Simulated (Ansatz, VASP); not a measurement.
# Cu in VASP and in Ansatz

```
Cu
1.0
    -1.44279    1.44279    1.41736
     1.44279   -1.44279    1.41736
     1.44279    1.44279   -1.41736
Cu
1
Direct
  0.00000 0.00000 0.00000
```

Change from the starting cell: strain +0.000 along x and y, +0.030 along z, atoms carried along.

Alike in both runs: task single point; functional PBEsol; k mesh 24 × 24 × 24; occupations gaussian, width 0.15 eV; no spin polarisation.

|  | VASP | Ansatz |
| --- | --- | --- |
| version | VASP 6.6.1 | Ansatz 0.2.0 |
| potentials or method | VASP PAW PBE potentials, release 64 (Cu), cutoff 520 eV | scalar-relativistic, plane waves, PAW |
| valence electrons in the cell | 11 | 19 |

Ansatz gave:

- gap on the k mesh at the Fermi level (eV): none
- pressure (GPa): -5.8
- traceless stress, the component that is largest in VASP (GPa): -0.06

**Question.** Estimate VASP's values.

**Answer.** gap on the k mesh at the Fermi level (eV): none; pressure (GPa): -5.2; traceless stress, the component that is largest in VASP (GPa): -0.07.

VASP's potentials were made for PBE, not for PBEsol. A gap of «none» marks a metal or a gap that the smearing closes. VASP's potentials hold 11 valence electrons a cell and Ansatz's 19, so a difference there can come from the potentials and not from the codes.
